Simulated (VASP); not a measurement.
Wanted: the native input for a VASP 6.6.1 run.

```
Task                   : single point
Functional             : PBE
Potentials or basis    : VASP PAW PBE potentials, release 64 (Cs_sv, Sb)
Cutoff                 : 520 eV
k mesh                 : 8 × 8 × 6
Occupations            : gaussian, width 0.1 eV
Spin                   : no spin polarisation
Dipole correction      : no
Further INCAR settings : ALGO = Fast; EDIFF = 1e-07; NBANDS = 28
```

The structure of CsSb2 lies in POSCAR:

```
CsSb2
1.0
    5.7719460994      0.0000000000      0.0000000000
    0.0000000000      5.7719460994      0.0000000000
    0.0000000000      0.0000000000      8.0044850642
Cs Sb
2 4
Direct
    0.0000000000      0.5000000000      0.6604583263
    0.5000000000      0.0000000000      0.3395416737
    0.0000000000      0.0000000000      0.0000000000
    0.5000000000      0.5000000000      0.0000000000
    0.0000000000      0.5000000000      0.1384005278
    0.5000000000      0.0000000000      0.8615994722
```

One way to write it, as run:

INCAR

```
SYSTEM = CsSb2
ALGO     = Fast           ! electronic algorithm
EDIFF    = 1E-7           ! SCF threshold, eV
ENCUT    = 520            ! plane-wave cutoff, eV
GGA      = PE             ! functional
ISIF     = 2              ! what is computed and relaxed
ISMEAR   = 0              ! smearing method
LASPH    = .TRUE.         ! aspherical terms in the spheres
LCHARG   = .TRUE.         ! write CHGCAR
LELF     = .TRUE.         ! ELF
LREAL    = .FALSE.        ! projectors in reciprocal space
LVHAR    = .TRUE.       
LWAVE    = .FALSE.        ! write WAVECAR
NBANDS   = 28             ! bands
NELM     = 100            ! most SCF steps
PREC     = Accurate       ! precision mode
SIGMA    = 0.1            ! smearing width, eV
```

KPOINTS

```
k-points
0
G
  8 8 6
  0 0 0
```

Potentials or basis: VASP PAW PBE potentials, release 64 (Cs_sv, Sb).

The run is started by

```sh
$ cat potpaw_PBE.64/Cs_sv/POTCAR potpaw_PBE.64/Sb/POTCAR > POTCAR
$ mpirun -np 1 vasp_std > vasp.out
```

Results of the run:

* Pressure: 0.0 GPa
* Largest force: 0.007 eV/Å
* Band gap on the k mesh: zero (bands 19 and 20 overlap by 1.28 eV)

Caveat: spin-orbit coupling is left out, which moves the levels of the heavy elements.

Run time: 14 min on 1 thread of Oxide Virtual Turin-like Processor (shared host), peak memory 0.58 GiB.
